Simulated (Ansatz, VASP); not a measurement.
**Two plane-wave programs on AlFe**

```
Al Fe
1.0
     2.87433    0.00000    0.00000
     0.00000    2.87433    0.00000
     0.00000    0.00000    2.87433
Al Fe
1 1
Direct
  0.00000 0.00000 0.00000
  0.50000 0.50000 0.50000
```

Alike in both runs: task relaxation of cell and atoms; functional PBEsol; k mesh 14 × 14 × 14; occupations gaussian, width 0.1 eV; collinear spin.

|  | VASP | Ansatz |
| --- | --- | --- |
| version | VASP 6.6.1 | Ansatz 0.2.0 |
| potentials or method | VASP PAW PBE potentials, release 64 (Al, Fe), cutoff 600 eV | scalar-relativistic, plane waves, PAW |
| valence electrons in the cell | 11 | 19 |

Ansatz gave:

- gap on the k mesh at the Fermi level, each at its own relaxed structure (eV): none
- net moment per atom (μB): 0.33
- size of the moment on the site where the two differ most (μB): 0.68
- relaxed volume (Å³/atom): 11.52
- relaxed cell length with the largest relative difference (Å): 2.845

**Question.** Estimate VASP's values.

**Answer.** gap on the k mesh at the Fermi level, each at its own relaxed structure (eV): none; net moment per atom (μB): 0.33; size of the moment on the site where the two differ most (μB): 0.69; relaxed volume (Å³/atom): 11.52; relaxed cell length with the largest relative difference (Å): 2.846.

VASP's potentials were made for PBE, not for PBEsol. Site moments also hang on the region over which each program counts them. A gap of «none» marks a metal or a gap that the smearing closes. VASP's potentials hold 11 valence electrons a cell and Ansatz's 19, so a difference there can come from the potentials and not from the codes.
